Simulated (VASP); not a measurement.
# MgO (P6_3/mmc) in VASP: notebook, part 2 of 2

VASP 6.6.1. The steps go on from the part before.

## Step 4: Single point, r2SCAN

This run uses another cell than the first one, of the same volume but with other edges.

The input, POSCAR:

```
MgO
1.0
    3.1923464655      0.0000000000      0.0000000000
   -1.5961732328      2.7646531368      0.0000000000
    0.0000000000      0.0000000000      4.9857333311
Mg O
2 2
Direct
    0.6666666667      0.3333333333      0.7500000000
    0.3333333333      0.6666666667      0.2500000000
    0.6666666667      0.3333333333      0.2500000000
    0.3333333333      0.6666666667      0.7500000000
```

The input, INCAR.step1:

```
SYSTEM = MgO
ALGO = Normal
EDIFF = 1E-4
ENCUT = 520
GGA = PE
ISMEAR = 0
LASPH = .True.
LCHARG = .False.
LREAL = .False.
LWAVE = .True.
NBANDS = 16
NELM = 100
PREC = Accurate
SIGMA = 0.05
```

The input, INCAR.step2:

```
SYSTEM = MgO
ALGO = Normal
EDIFF = 1E-7
ENCUT = 520
ISIF = 2
ISMEAR = 0
ISTART = 1
LASPH = .True.
LCHARG = .False.
LMIXTAU = .True.
LREAL = .False.
LWAVE = .False.
METAGGA = R2SCAN
NBANDS = 16
NELM = 100
PREC = Accurate
SIGMA = 0.05
```

The input, KPOINTS:

```
k-points
0
Gamma
  12 12 6
  0 0 0
```

Potentials or basis: VASP PAW PBE potentials, release 64 (Mg, O).

The run is started by

```sh
cat potpaw_PBE.64/Mg/POTCAR potpaw_PBE.64/O/POTCAR > POTCAR
cp INCAR.step1 INCAR
mpirun -np 1 vasp_std > vasp.out
cp INCAR.step2 INCAR
mpirun -np 1 vasp_std > vasp.out
```

OUTCAR:

```text
SYSTEM = MgO
   EDIFF = 1E-7
   ENCUT = 520
   ISIF = 2
   ISMEAR = 0
   ISTART = 1
   LASPH = .True.
   LREAL = .False.
   METAGGA = R2SCAN
   NELM = 100
   PREC = Accurate

 ion  position               nearest neighbor table
   1  0.667  0.333  0.750-   4 1.84   4 1.84   4 1.84   3 2.49   3 2.49   2 3.10   2 3.10   2 3.10
                             2 3.10   2 3.10   2 3.10
   2  0.333  0.667  0.250-   3 1.84   3 1.84   3 1.84   4 2.49   4 2.49   1 3.10   1 3.10   1 3.10
                             1 3.10   1 3.10   1 3.10
   3  0.667  0.333  0.250-   2 1.84   2 1.84   2 1.84   1 2.49   1 2.49
   4  0.333  0.667  0.750-   1 1.84   1 1.84   1 1.84   2 2.49   2 2.49

  LATTYP: Found a hexagonal cell.
 ALAT       =     3.1923464655
 C/A-ratio  =     1.5617770142

  Lattice vectors:

 A1 = (   3.1923464655,   0.0000000000,   0.0000000000)
 A2 = (  -1.5961732328,   2.7646531368,   0.0000000000)
 A3 = (   0.0000000000,   0.0000000000,   4.9857333311)

Analysis of symmetry for initial positions (statically):
=====================================================================
 Subroutine PRICEL returns:
 Original cell was already a primitive cell.

 Routine SETGRP: Setting up the symmetry group for a
 hexagonal supercell.

 Subroutine GETGRP returns: Found 24 space group operations
 (whereof 12 operations were pure point group operations)
 out of a pool of 24 trial point group operations.

The static configuration has the point symmetry D_3d.
 The point group associated with its full space group is D_6h.

Analysis of symmetry for dynamics (positions and initial velocities):
=====================================================================
 Subroutine PRICEL returns:
 Original cell was already a primitive cell.

 Routine SETGRP: Setting up the symmetry group for a
 hexagonal supercell.

[... 127 lines left out ...]
   IMIX   =      4    mixing-type and parameters
     AMIX     =   0.40;   BMIX     =  1.00
     AMIX_MAG =   1.60;   BMIX_MAG =  1.00
  volume/ion in A,a.u.               =      11.00        74.24
  Fermi-wavevector in a.u.,A,eV,Ry     =   1.168481  2.208109 18.576679  1.365347
  Thomas-Fermi vector in A             =   2.304967
   LORBIT       =      0    0 simple, 1 ext, 2 COOP (PROOUT), +10 PAW based schemes
   METAGGA = R2SCAN    functional components
   LHFCALC =     F    Hartree Fock is set to
   AEXX    =    0.0000 exact exchange contribution
   IVDW    =     0    specifies the selected vdW correction
   LEPSILON=     F    determine dielectric tensor
   LRPA    =     F    only Hartree local field effects (RPA)
 non-spin polarized calculation
 Gauss-broadening in eV      SIGMA  =   0.05
  energy-cutoff  :      520.00
  volume of cell :       44.00
 maximum number of plane-waves:      1199
 NGX is ok and might be reduce to    24

 number of electron      15.9999997 magnetization

 Free energy of the ion-electron system (eV)
  ---------------------------------------------------
  ext. energy  EPLUGINS =         0.00000000
  ---------------------------------------------------
  free energy    TOTEN  =       -31.08695927 eV

  energy without entropy =      -31.08695927  energy(sigma->0) =      -31.08695927

 E-fermi :   1.7747     XC(G=0): -10.5236

 val. band max:        1.5617391540   @ k =   0.0000   0.0000   0.0000
 cond. band min:       5.5630132669   @ k =   0.0000   0.0000   0.0000
 fundamental gap:      4.0012741128
 Fermi energy:         1.7747247705

 k-point     1 :       0.0000    0.0000    0.0000
  band No.  band energies     occupation
      1     -16.3495      2.00000
      2     -15.5117      2.00000
      3      -2.4012      2.00000
      4       0.1306      2.00000
      5       0.1306      2.00000
      6       0.4742      2.00000
[... 433 lines left out ...]
      3      -1.8697      2.00000
      4      -1.3420      2.00000
      5      -0.7450      2.00000
      6      -0.1695      2.00000
[... 8 lines left out ...]
     15      16.8869      0.00000
     16      18.6437      0.00000

 [... further k-points ...]

------------------------ aborting loop because EDIFF is reached ----------------------------------------

  FORCE on cell =-STRESS in cart. coord.  units (eV):
  Direction    XX          YY          ZZ          XY          YZ          ZX
  --------------------------------------------------------------------------------------
  -------------------------------------------------------------------------------------
  Total        7.9009020      7.9009020     -3.0713018     -0.0000000      0.0000000      0.0000000
  in kB      287.6785908    287.6785908   -111.8287226     -0.0000000      0.0000000      0.0000000
  external PRESSURE =     154.5094864 kB  Pullay stress =       0.0000000 kB

 VOLUME and BASIS-vectors are now :
 -----------------------------------------------------------------------------
  energy-cutoff  :      520.00
  volume of cell :       44.00
      direct lattice vectors                 reciprocal lattice vectors
     3.192346466  0.000000000  0.000000000     0.313249207  0.180854514  0.000000000
    -1.596173233  2.764653137  0.000000000     0.000000000  0.361709028  0.000000000
     0.000000000  0.000000000  4.985733331     0.000000000  0.000000000  0.200572300

 POSITION                                       TOTAL-FORCE (eV/Angst)
 -----------------------------------------------------------------------------------
      1.59617      0.92155      3.73930        -0.000000      0.000000      0.000000
     -0.00000      1.84310      1.24643         0.000000     -0.000000      0.000000
      1.59617      0.92155      1.24643         0.000000      0.000000     -0.000000
     -0.00000      1.84310      3.73930         0.000000     -0.000000      0.000000
 -----------------------------------------------------------------------------------
    total drift:                               -0.000000      0.000000     -0.000000

  FREE ENERGIE OF THE ION-ELECTRON SYSTEM (eV)
  ---------------------------------------------------
  free  energy   TOTEN  =       -31.0869592691 eV

  energy  without entropy=      -31.0869592691  energy(sigma->0) =      -31.08695927
```

It took 1.9 min on 1 thread of Intel Xeon 6975P-C (Granite Rapids), shared host; peak memory 0.2 GiB.

Results:

```yaml
Free_energy: -31.0870 eV
Pressure: 15.5 GPa
Band_gap_on_the_k_mesh: 4.00 eV
```

Stress tensor (GPa, compression positive):
```
 28.77   0.00   0.00
  0.00  28.77   0.00
  0.00   0.00 -11.18
```

Caveat: the stress differs along the axes, from -11 to 29 GPa; the PAW data sets were made with another functional, which shifts forces and pressure a little.

## Step 5: The runs side by side

| cell | gap on the mesh (eV) | pressure (GPa) |
| --- | --- | --- |
| a = 3.428, b = 3.428, c = 4.324 Å, angles 90.0, 90.0, 120.0°, 4 atoms | 4.03 | -0.4 |
| a = 3.753, b = 3.753, c = 3.607 Å, angles 90.0, 90.0, 120.0°, 4 atoms | 3.92 | 18.1 |
| a = 3.192, b = 3.192, c = 4.986 Å, angles 90.0, 90.0, 120.0°, 4 atoms | 4.00 | 15.5 |

Alike in all rows: task single point; level r2SCAN; potentials or basis VASP PAW PBE potentials, release 64 (Mg, O); no spin polarisation; k mesh 12 × 12 × 6; cutoff (eV) 520; smearing gaussian 0.05 eV.

Caveats: the PAW data sets were made with another functional, which shifts forces and pressure a little; the stress differs along the axes, from -6 to 3 GPa (at least some runs); the stress differs along the axes, from -6 to 67 GPa (at least some runs); the stress differs along the axes, from -11 to 29 GPa (at least some runs).

Total energies depend on the potentials used, so only differences within one code and one set of settings carry meaning.
